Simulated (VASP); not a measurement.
A run of VASP 6.6.1 is set up as follows.

INCAR

```
  PREC = Accurate
  ENCUT = 520
  EDIFF = 1E-7
  ISMEAR = -1
  SIGMA = 0.05
  LREAL = False
  LASPH = True
  NELM = 60
  ALGO = Normal
  ISIF = 2
  LWAVE = False
  LCHARG = False
  GGA = CA
  NBANDS = 26
```

File KPOINTS:

```
regular mesh
0
Gamma
  11 11 11
```

The input POSCAR:

```
NbP
1.0
   -1.6522863814      1.6522863814      5.6625296365
    1.6522863814     -1.6522863814      5.6625296365
    1.6522863814      1.6522863814     -5.6625296365
Nb P
2 2
Direct
    0.2498808000      0.7498808000      0.5000000000
    0.4998808000      0.4998808000      0.0000000000
    0.8327477700      0.3327477700      0.5000000000
    0.0827477700      0.0827477700      0.0000000000
```

Potentials or basis: VASP PAW LDA potentials, release 64 (Nb_sv, P).

Command:

```console
$ cat potpaw_LDA.64/Nb_sv/POTCAR potpaw_LDA.64/P/POTCAR > POTCAR
$ mpirun -np 1 vasp_std > vasp.out
```

Problem. What does it give for the pressure?

Solution. -1.8 GPa.

Problem. Predict the band gap on the k mesh.

Solution. Zero (band 18 reaches 10.98 eV, above the bottom of band 19 at 10.97 eV).

Stress tensor (GPa, compression positive):
```
-1.48  0.00  0.00
 0.00 -1.48  0.00
 0.00  0.00 -2.52
```
